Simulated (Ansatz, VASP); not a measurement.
# One calculation of Zr4Sb, two programs

```
CELL_PARAMETERS angstrom
6.55059 0.00000 0.00000
0.00000 6.55059 0.00000
0.00000 0.00000 5.69660
ATOMIC_POSITIONS crystal
Zr 0.65221 0.84779 0.26984
Zr 0.84779 0.34779 0.26984
Zr 0.15221 0.34779 0.73016
Zr 0.84779 0.65221 0.73016
Zr 0.65221 0.15221 0.73016
Zr 0.34779 0.84779 0.73016
Zr 0.34779 0.15221 0.26984
Zr 0.15221 0.65221 0.26984
Sb 0.50000 0.50000 0.00000
Sb 0.00000 0.00000 0.00000
```

Alike in both runs: functional PBE; k mesh 6 × 6 × 6; occupations gaussian, width 0.1 eV; no spin polarisation.

Ansatz relaxed the structure, and its values are those at the end. VASP's run is a single point on that final structure, the one shown.

|  | VASP | Ansatz |
| --- | --- | --- |
| version | VASP 6.6.1 | Ansatz 0.2.0 |
| potentials or method | VASP PAW PBE potentials, release 64 (Zr_sv, Sb), cutoff 520 eV | scalar-relativistic, plane waves, PAW |
| valence electrons in the cell | 106 | 126 |

|  | VASP | Ansatz | Ansatz less VASP |
| --- | --- | --- | --- |
| gap on the k mesh at the Fermi level (eV) | none | none | - |
| pressure (GPa) | 0.0 | 0.0 | -0.03 |

A gap of «none» marks a metal or a gap that the smearing closes. VASP's potentials hold 106 valence electrons a cell and Ansatz's 126, so a difference there can come from the potentials and not from the codes.

Spin-orbit coupling is off throughout.
